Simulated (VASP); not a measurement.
# H2C7 in VASP: further runs, part 2 of 4

VASP 6.6.1.

## (3) Single point, PBE

File INCAR:

```
PREC = Accurate ; ENCUT = 520
EDIFF = 1E-6 ; ISMEAR = 0
SIGMA = 0.05 ; LREAL = Auto
LASPH = True ; NELM = 60
ALGO = Normal ; ISIF = 2
LWAVE = False ; LCHARG = False
LDIPOL = True ; IDIPOL = 3
DIPOL = 0.5 0.5 0.349 ; GGA = PE
NBANDS = 84
```

File KPOINTS:

```
Automatic mesh
0
Gamma
  5 5 1
```

File POSCAR:

```
H2C7
1.0
    5.0508284795      0.0000000000      0.0000000000
    0.0000000000      5.0508284795      0.0000000000
    0.0000000000      0.0000000000     18.8596184069
C H
28 8
Direct
    0.5000000000      0.5000000000      0.2466861049
    0.5000000000      0.0000000000      0.2466861049
    0.0000000000      0.5000000000      0.2466861049
    0.0000000000      0.0000000000      0.2466861049
    0.7500000000      0.5000000000      0.2940289910
    0.7500000000      0.0000000000      0.2940289910
    0.2500000000      0.5000000000      0.2940289910
    0.2500000000      0.0000000000      0.2940289910
    0.7500000000      0.7500000000      0.3413718772
    0.7500000000      0.2500000000      0.3413718772
    0.2500000000      0.7500000000      0.3413718772
    0.2500000000      0.2500000000      0.3413718772
    0.0006962347      0.7500000000      0.3936212667
    0.0014655489      0.2500000000      0.3939428769
    0.4994288209      0.7500000000      0.3861987380
    0.4995876329      0.2500000000      0.3869337086
    0.0013455525     -0.0019206736      0.4450107281
    0.0013455525      0.5019206736      0.4450107281
    0.4982154973     -0.0041191648      0.4319887503
    0.4982154973      0.5041191648      0.4319887503
    0.2699363291     -0.0036514065      0.4899128222
    0.2699363291      0.5036514065      0.4899128222
    0.7329924125     -0.0012751810      0.4879693036
    0.7329924125      0.5012751810      0.4879693036
    0.3651468753      0.2500000000      0.5219339643
    0.3621801225      0.7500000000      0.5366744534
    0.6385274396      0.2500000000      0.5233790174
    0.6361531310      0.7500000000      0.5245171346
    0.5000000000      0.6422973790      0.2067119476
    0.5000000000      0.3577026210      0.2067119476
    0.5000000000      0.1422973790      0.2067119476
    0.5000000000     -0.1422973790      0.2067119476
    0.0000000000      0.3577812996      0.2066501452
    0.0000000000      0.6422187004      0.2066501452
    0.0000000000     -0.1422187004      0.2066501452
    0.0000000000      0.1422187004      0.2066501452
```

Potentials or basis: VASP PAW PBE potentials, release 64 (C, H).

Launch:

```bash
$ cat potpaw_PBE.64/C/POTCAR potpaw_PBE.64/H/POTCAR > POTCAR
$ mpirun -np 1 vasp_std > vasp.out
```

OUTCAR:

```text
PREC = Accurate
   ENCUT = 520
   EDIFF = 1E-6
   ISMEAR = 0
   LREAL = Auto
   LASPH = True
   NELM = 60
   ISIF = 2
   GGA = PE

 ion  position               nearest neighbor table
   1  0.500  0.500  0.247-  29 1.04  30 1.04   5 1.55   7 1.55
   2  0.500  0.000  0.247-  31 1.04  32 1.04   6 1.55   8 1.55
   3  0.000  0.500  0.247-  33 1.04  34 1.04   5 1.55   7 1.55
   4  0.000  0.000  0.247-  35 1.04  36 1.04   6 1.55   8 1.55
   5  0.750  0.500  0.294-   1 1.55   3 1.55   9 1.55  10 1.55
   6  0.750  0.000  0.294-   2 1.55   4 1.55   9 1.55  10 1.55
[... 16 lines left out ...]
  23  0.733  0.999  0.488-  27 1.51  28 1.51  17 1.58  19 1.59
  24  0.733  0.501  0.488-  27 1.51  28 1.51  18 1.58  20 1.59
  25  0.365  0.250  0.522-  27 1.38  22 1.50  21 1.50
  26  0.362  0.750  0.537-  28 1.40  22 1.59  21 1.59
  27  0.639  0.250  0.523-  25 1.38  24 1.51  23 1.51
  28  0.636  0.750  0.525-  26 1.40  24 1.51  23 1.51
  29  0.500  0.642  0.207-   1 1.04
  30  0.500  0.358  0.207-   1 1.04
  31  0.500  0.142  0.207-   2 1.04
  32  0.500  0.858  0.207-   2 1.04
  33  0.000  0.358  0.207-   3 1.04
  34  0.000  0.642  0.207-   3 1.04
  35  0.000  0.858  0.207-   4 1.04
  36  0.000  0.142  0.207-   4 1.04

  LATTYP: Found a simple tetragonal cell.
 ALAT       =     5.0508284795
 C/A-ratio  =     3.7339653254

  Lattice vectors:

 A1 = (   5.0508284795,   0.0000000000,   0.0000000000)
 A2 = (   0.0000000000,   5.0508284795,   0.0000000000)
 A3 = (   0.0000000000,   0.0000000000,  18.8596184069)

Analysis of symmetry for initial positions (statically):
=====================================================================
 Subroutine PRICEL returns:
 Original cell was already a primitive cell.

 Routine SETGRP: Setting up the symmetry group for a
 simple tetragonal supercell.

 Subroutine GETGRP returns: Found  2 space group operations
 (whereof  1 operations were pure point group operations)
 out of a pool of 16 trial point group operations.

The static configuration has the point symmetry C_1 .
 The point group associated with its full space group is C_1h.

Analysis of symmetry for dynamics (positions and initial velocities):
=====================================================================
 Subroutine PRICEL returns:
 Original cell was already a primitive cell.

 Routine SETGRP: Setting up the symmetry group for a
 simple tetragonal supercell.

 Subroutine GETGRP returns: Found  2 space group operations
 (whereof  1 operations were pure point group operations)
 out of a pool of 16 trial point group operations.

The dynamic configuration has the point symmetry C_1 .
 The point group associated with its full space group is C_1h.

 Subroutine INISYM returns: Found  2 space group operations
 (whereof  1 operations are pure point group operations),
 and found     1 'primitive' translations

----------------------------------------------------------------------------------------

                                     Primitive cell

  volume of cell :     481.1252

  direct lattice vectors                    reciprocal lattice vectors
     5.050828479  0.000000000  0.000000000     0.197987321  0.000000000  0.000000000
[... 122 lines left out ...]
   total plane-waves  NPLWV = 224000
   dimension x,y,z NGX =    40 NGY =   40 NGZ =  140
   dimension x,y,z NGXF=    80 NGYF=   80 NGZF=  280
   ions per type =              28   8
   NGX,Y,Z   is equivalent  to a cutoff of  13.17, 13.17, 12.34 a.u.
   NGXF,Y,Z  is equivalent  to a cutoff of  26.33, 26.33, 24.68 a.u.
 SYSTEM =  unknown system
   PREC   = accura    normal or accurate (medium, high low for compatibility)
   ISTART =      0    job   : 0-new  1-cont  2-samecut
   ICHARG =      2    charge: 1-file 2-atom 10-const
   ISPIN  =      1    spin polarized calculation?
   LNONCOLLINEAR =      F non collinear calculations
   LSORBIT =      F    spin-orbit coupling
   LASPH  =      T    aspherical Exc in radial PAW
   ENCUT  =  520.0 eV  38.22 Ry    6.18 a.u.   9.39  9.39 35.07*2*pi/ulx,y,z
   NELM   =     60;   NELMIN=  2; NELMDL= -5     # of ELM steps
   EDIFF  = 0.1E-05   stopping-criterion for ELM
   LREAL  =      T    real-space projection
   EDIFFG = 0.1E-04   stopping-criterion for IOM
   NSW    =      0    number of steps for IOM
   IBRION =     -1    ionic relax: 0-MD 1-quasi-New 2-CG
   NFREE  =      0    steps in history (QN), initial steepest desc. (CG)
   ISIF   =      2    stress and relaxation
   ISYM   =      2    0-nonsym 1-usesym 2-fastsym
   POTIM  = 0.5000    time-step for ionic-motion
   TEBEG  =    0.0;   TEEND  =   0.0 temperature during run
   PSTRESS=    0.0 pullay stress
   NELECT =     120.0000    total number of electrons
   NUPDOWN=      -1.0000    fix difference up-down
   EMIN   =  10.00;   EMAX   =-10.00  energy-range for DOS
   EFERMI =   0.00;   METHOD = LEGACY
   ISMEAR =     0;   SIGMA  =   0.05  broadening in eV -4-tet -1-fermi 0-gaus
   EFERMI_NEDOS =   21; number of points for ismear=-14 and -15
   IALGO  =     38    algorithm
   IMIX   =      4    mixing-type and parameters
     AMIX     =   0.40;   BMIX     =  1.00
     AMIX_MAG =   1.60;   BMIX_MAG =  1.00
  volume/ion in A,a.u.               =      13.36        90.19
  Fermi-wavevector in a.u.,A,eV,Ry     =   1.030503  1.947368 14.448518  1.061936
  Thomas-Fermi vector in A             =   2.164604
   LORBIT       =      0    0 simple, 1 ext, 2 COOP (PROOUT), +10 PAW based schemes
   GGA     = PE    functional components
   LHFCALC =     F    Hartree Fock is set to
   AEXX    =    0.0000 exact exchange contribution
   IVDW    =     0    specifies the selected vdW correction
   LEPSILON=     F    determine dielectric tensor
   LRPA    =     F    only Hartree local field effects (RPA)
 non-spin polarized calculation
 Gauss-broadening in eV      SIGMA  =   0.05
  energy-cutoff  :      520.00
  volume of cell :      481.13
 maximum number of plane-waves:     12993
 NGX is ok and might be reduce to    40
   NGX = 19   NGY = 19   NGZ = 71

 dipolmoment           0.000000      0.000000     -0.000244 electrons x Angstroem

 number of electron     120.0000003 magnetization

 dipolmoment           0.000000      0.000000      0.539935 electrons x Angstroem

 Free energy of the ion-electron system (eV)
  ---------------------------------------------------
  ext. energy  EPLUGINS =         0.00000000
  ---------------------------------------------------
  free energy    TOTEN  =      -267.35102723 eV

  energy without entropy =     -267.35102723  energy(sigma->0) =     -267.35102723

 E-fermi :   1.2835     XC(G=0):  -5.7478

 val. band max:        0.9811211718   @ k =   0.0000   0.0000   0.0000
 cond. band min:       2.1821904370   @ k =   0.4000   0.0000   0.0000
 fundamental gap:      1.2010692652
 Fermi energy:         1.2835409312

 k-point     1 :       0.0000    0.0000    0.0000
  band No.  band energies     occupation
      1     -20.0086      2.00000
      2     -18.7083      2.00000
      3     -16.4521      2.00000
      4     -15.6715      2.00000
      5     -15.6053      2.00000
      6     -15.4939      2.00000
[... 664 lines left out ...]
     71       6.4848      0.00000
     72       6.7312      0.00000
 [bands above 72 left out]

------------------------ aborting loop because EDIFF is reached ----------------------------------------

 vacuum level on the upper side and lower side of the slab       (xc-potential included)         1.686        -2.018

  FORCE on cell =-STRESS in cart. coord.  units (eV):
  Direction    XX          YY          ZZ          XY          YZ          ZX
  --------------------------------------------------------------------------------------
  -------------------------------------------------------------------------------------
  Total       -6.4307217     67.2094506    -19.0300604      0.0000000      0.0000000     -0.0049739
  in kB      -21.4147079    223.8116998    -63.3712987      0.0000000      0.0000000     -0.0165636
  external PRESSURE =      46.3418977 kB  Pullay stress =       0.0000000 kB

 VOLUME and BASIS-vectors are now :
 -----------------------------------------------------------------------------
  energy-cutoff  :      520.00
  volume of cell :      481.13
      direct lattice vectors                 reciprocal lattice vectors
     5.050828479  0.000000000  0.000000000     0.197987321  0.000000000  0.000000000
     0.000000000  5.050828479  0.000000000     0.000000000  0.197987321  0.000000000
     0.000000000  0.000000000 18.859618407     0.000000000  0.000000000  0.053023342

 POSITION                                       TOTAL-FORCE (eV/Angst)
 -----------------------------------------------------------------------------------
      2.52541      2.52541      4.65241        -0.005606     -0.006183      1.848495
      2.52541      0.00000      4.65241        -0.005606      0.006183      1.848495
      0.00000      2.52541      4.65241         0.004715     -0.013134      1.681488
      0.00000      0.00000      4.65241         0.004715      0.013134      1.681488
      3.78812      2.52541      5.54527         0.577852      0.003608     -1.457521
      3.78812      0.00000      5.54527         0.577852     -0.003608     -1.457521
[... 28 lines left out ...]
      0.00000      4.33251      3.89734        -0.000343     -0.026293     -0.007768
      0.00000      0.71832      3.89734        -0.001270      0.024583     -0.010698
 -----------------------------------------------------------------------------------
    total drift:                                0.012336      0.000000     -0.024413

  FREE ENERGIE OF THE ION-ELECTRON SYSTEM (eV)
  ---------------------------------------------------
  free  energy   TOTEN  =      -267.3510272329 eV

  energy  without entropy=     -267.3510272329  energy(sigma->0) =     -267.35102723

 vacuum level on the upper side and lower side of the slab         6.632         2.824
```

Run time: 23 min. Hardware: 1 thread of Intel Xeon 8259CL, shared host; peak memory 0.63 GiB.

Results:

```
Free energy            : -267.3510 eV
Largest force          : 3.636 eV/Å
Band gap on the k mesh : 1.20 eV
```

Forces on the atoms (eV/Å):
```
C   -0.006 -0.006  1.848
C   -0.006  0.006  1.848
C    0.005 -0.013  1.681
C    0.005  0.013  1.681
C    0.578  0.004 -1.458
C    0.578 -0.004 -1.458
C   -0.576  0.003 -1.490
C   -0.576 -0.003 -1.490
C    0.602  0.000  0.412
C    0.518  0.000  0.724
C   -0.636  0.000  0.321
C   -0.494  0.000  0.590
C    0.005  0.000 -0.004
C    0.005  0.000 -0.008
C   -0.009  0.000  0.007
C   -0.005  0.000 -0.003
C   -0.004  0.002  0.010
C   -0.004 -0.002  0.010
C    0.009  0.010 -0.015
C    0.009 -0.010 -0.015
C   -0.028 -0.014 -0.002
C   -0.028  0.014 -0.002
C    0.028  0.000 -0.006
C    0.028  0.000 -0.006
C   -0.047  0.000  0.475
C   -0.055  0.000 -3.635
C    0.047  0.000  0.040
C    0.057  0.000  0.025
H    0.001  0.027 -0.011
H    0.000 -0.027 -0.012
H    0.000  0.027 -0.012
H    0.001 -0.027 -0.011
H   -0.001 -0.025 -0.011
H    0.000  0.026 -0.008
H    0.000 -0.026 -0.008
H   -0.001  0.025 -0.011
```

## (4) Single point, PBE

File INCAR:

```
SYSTEM = H2C7
ALGO = Normal
DIPOL = 0.5 0.5 0.345
EDIFF = 1E-6
ENCUT = 520
GGA = PE
IDIPOL = 3
ISIF = 2
ISMEAR = 0
LASPH = .TRUE.
LCHARG = .FALSE.
LDIPOL = .TRUE.
LREAL = Auto
LWAVE = .FALSE.
NBANDS = 84
NELM = 100
PREC = Accurate
SIGMA = 0.05
```

File KPOINTS:

```
k-points
0
G
  5 5 1
  0 0 0
```

File POSCAR:

```
H2C7
1.0
    5.0508284795      0.0000000000      0.0000000000
    0.0000000000      5.0508284795      0.0000000000
    0.0000000000      0.0000000000     18.8596184069
C H
28 8
Direct
    0.5000000000      0.5000000000      0.2466861049
    0.5000000000      0.0000000000      0.2466861049
    0.0000000000      0.5000000000      0.2466861049
    0.0000000000      0.0000000000      0.2466861049
    0.7500000000      0.5000000000      0.2940289910
    0.7500000000      0.0000000000      0.2940289910
    0.2500000000      0.5000000000      0.2940289910
    0.2500000000      0.0000000000      0.2940289910
    0.7500000000      0.7500000000      0.3413718772
    0.7500000000      0.2500000000      0.3413718772
    0.2500000000      0.7500000000      0.3413718772
    0.2500000000      0.2500000000      0.3413718772
   -0.0029410317      0.7500000000      0.3904029688
   -0.0029479620      0.2500000000      0.3904064097
    0.5014106084      0.7500000000      0.3823519711
    0.5013917705      0.2500000000      0.3823603844
   -0.0044585103     -0.0000008849      0.4389926657
   -0.0044585103      0.5000008849      0.4389926657
    0.5041411041     -0.0000347284      0.4248080702
    0.5041411041      0.5000347284      0.4248080702
    0.2620827245     -0.0000056425      0.4776703973
    0.2620827245      0.5000056425      0.4776703973
    0.7289653028     -0.0000220912      0.4816265369
    0.7289653028      0.5000220912      0.4816265369
    0.3634202552      0.2500000000      0.5064511484
    0.3635002668      0.7500000000      0.5064511484
    0.6327035795      0.2500000000      0.5171968971
    0.6327696120      0.7500000000      0.5172757541
    0.5000000000      0.6422973790      0.2067119476
    0.5000000000      0.3577026210      0.2067119476
    0.5000000000      0.1422973790      0.2067119476
    0.5000000000     -0.1422973790      0.2067119476
    0.0000000000      0.3577812996      0.2066501452
    0.0000000000      0.6422187004      0.2066501452
    0.0000000000     -0.1422187004      0.2066501452
    0.0000000000      0.1422187004      0.2066501452
```

Launch:

```bash
$ cat potpaw_PBE.64/C/POTCAR potpaw_PBE.64/H/POTCAR > POTCAR
$ mpirun -np 1 vasp_std > vasp.out
```

Wall time 9.3 min (1 thread of Intel Xeon 6975P-C (Granite Rapids), shared host); peak memory 0.62 GiB.

Results (log left out):

| Quantity | Value |
| --- | --- |
| Free energy | -266.7224 eV |
| Largest force | 3.928 eV/Å |
| Band gap on the k mesh | 1.17 eV |

Forces on the atoms (eV/Å):
```
C    0.016  0.000  1.826
C    0.016  0.000  1.826
C   -0.014  0.000  1.637
C   -0.014  0.000  1.637
C    0.741  0.000 -2.063
C    0.741  0.000 -2.063
C   -0.737  0.000 -1.948
C   -0.737  0.000 -1.948
C    0.997  0.000 -1.920
C    0.993  0.000 -1.916
C   -1.004  0.000 -1.468
C   -1.004  0.000 -1.465
C    0.003  0.000 -0.006
C    0.004  0.000 -0.008
C    0.000  0.000  0.008
C    0.004  0.000  0.005
C    0.003 -0.002  0.014
C    0.003  0.002  0.014
C   -0.008  0.004 -0.006
C   -0.008 -0.004 -0.006
C   -0.033 -0.002  0.006
C   -0.033  0.002  0.006
C    0.039  0.000 -0.001
C    0.039  0.000 -0.001
C   -0.044  0.000  3.925
C   -0.053  0.000  3.927
C    0.048  0.000  0.064
C    0.044  0.000  0.038
H   -0.003  0.022 -0.011
H   -0.003 -0.022 -0.011
H   -0.003  0.022 -0.011
H   -0.003 -0.022 -0.011
H    0.003 -0.027 -0.018
H    0.003  0.027 -0.018
H    0.003 -0.027 -0.018
H    0.003  0.027 -0.018
```

Levels at points of the mesh, in eV from the valence-band top:
```
           k point  band 58  band 59  band 60  band 61  band 62  band 63
(0.00, 0.00, 0.00)    -0.82    -0.25    -0.15     1.17     1.28     2.59
```

(Part 2 of 4 ends here.)
